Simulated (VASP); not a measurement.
Write the native input for VASP 6.6.1 that does the following.

```yaml
Task: single point
Functional: r2SCAN
Potentials_or_basis: VASP PAW PBE potentials, release 64 (C)
Cutoff: 520 eV
k_mesh: 12 × 12 × 3
Occupations: fermi-dirac, width 0.05 eV
Spin: no spin polarisation
Dipole_correction: no
Further_INCAR_settings: ALGO = Normal; EDIFF = 1e-07; NBANDS = 11
```

C, a slab with vacuum:

```xyz
2
Lattice="2.4060 0.0000 0.0000 -1.2030 2.0837 0.0000 0.0000 0.0000 8.3498" Properties=species:S:1:pos:R:3 pbc="T T T"
C     1.2030    0.6946    0.0000
C     0.0000    1.3891    0.0000
```

These files were run (other wordings do the same):

POSCAR

```
C
1.0
    2.4060301715      0.0000000000      0.0000000000
   -1.2030150858      2.0836832508      0.0000000000
    0.0000000000      0.0000000000      8.3497993649
C
2
Direct
    0.6666666667      0.3333333333      0.0000000000
    0.3333333333      0.6666666667      0.0000000000
```

INCAR.step1

```
ALGO = Normal
EDIFF = 1E-4
ENCUT = 520
GGA = PE
ISMEAR = -1
LASPH = T
LCHARG = F
LREAL = F
LWAVE = T
NBANDS = 11
NELM = 100
PREC = Accurate
SIGMA = 0.05
```

INCAR.step2

```
ALGO = Normal
EDIFF = 1E-7
ENCUT = 520
ISIF = 2
ISMEAR = -1
ISTART = 1
LASPH = T
LCHARG = F
LMIXTAU = T
LREAL = F
LWAVE = F
METAGGA = R2SCAN
NBANDS = 11
NELM = 100
PREC = Accurate
SIGMA = 0.05
```

KPOINTS

```
k-points
0
Gamma
  12 12 3
```

Potentials or basis: VASP PAW PBE potentials, release 64 (C).

Command:

```sh
$ cat potpaw_PBE.64/C/POTCAR > POTCAR
$ cp INCAR.step1 INCAR
$ mpirun -np 1 vasp_std > vasp.out
$ cp INCAR.step2 INCAR
$ mpirun -np 1 vasp_std > vasp.out
```

Results of the run:

* Band gap on the k mesh: zero (filled and empty bands touch)

It took 2.7 min on 1 thread of AMD EPYC 7R13, on a shared host, peak memory 0.13 GiB.
